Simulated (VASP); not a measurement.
A run of VASP 6.6.1:

File INCAR:

```
PREC = Accurate ; ENCUT = 520
EDIFF = 1E-7 ; ISMEAR = 0
SIGMA = 0.1 ; LREAL = False
LASPH = True ; NELM = 80
ALGO = Normal ; ISIF = 2
LWAVE = False ; LCHARG = False
GGA = PE ; NBANDS = 26
```

File KPOINTS:

```
Automatic mesh
0
Gamma
  4 3 4
```

Contents of POSCAR:

```
LiMg12
1.0
    6.4200000000      0.0000000000      0.0000000000
   -4.8150000000      8.3398250000      0.0000000000
    0.0000000000      0.0000000000      5.2130400000
Mg Li
12 1
Direct
    0.1464104670      0.0610974451      0.0292449319
    0.1751485523      0.2385679556      0.5135538956
   -0.0355650462      0.2932306134      0.0043705784
    0.1288684543      0.5435184791      0.5329805641
    0.0175899429      0.6728233506      0.0263197674
    0.1633850353      0.8860037231      0.5038806531
    0.5182247460     -0.0257532982     -0.0584616654
    0.6367474812      0.2105432668      0.4791685849
    0.5638544426      0.3625648020     -0.0169451990
    0.6631497187      0.5661219510      0.5019698679
    0.3997260716      0.5939851256      0.0413112119
    0.6789777473      0.8967080244      0.4106492565
    0.7808941723      0.8172117520      0.8677783021
```

Potentials or basis: VASP PAW PBE potentials, release 64 (Mg, Li_sv).

Launch:

```console
$ cat potpaw_PBE.64/Mg/POTCAR potpaw_PBE.64/Li_sv/POTCAR > POTCAR
$ mpirun -np 1 vasp_std > vasp.out
```

Hardware: 1 thread of Intel(R) Xeon(R) 6975P-C (Granite Rapids), with other jobs on the host.

Task: How long does it take, and how much memory?

Result: Run time: 110 s on 1 thread of Intel(R) Xeon(R) 6975P-C (Granite Rapids), with other jobs on the host, peak memory 0.41 GiB. Counts: scf iterations 14, k points 26.
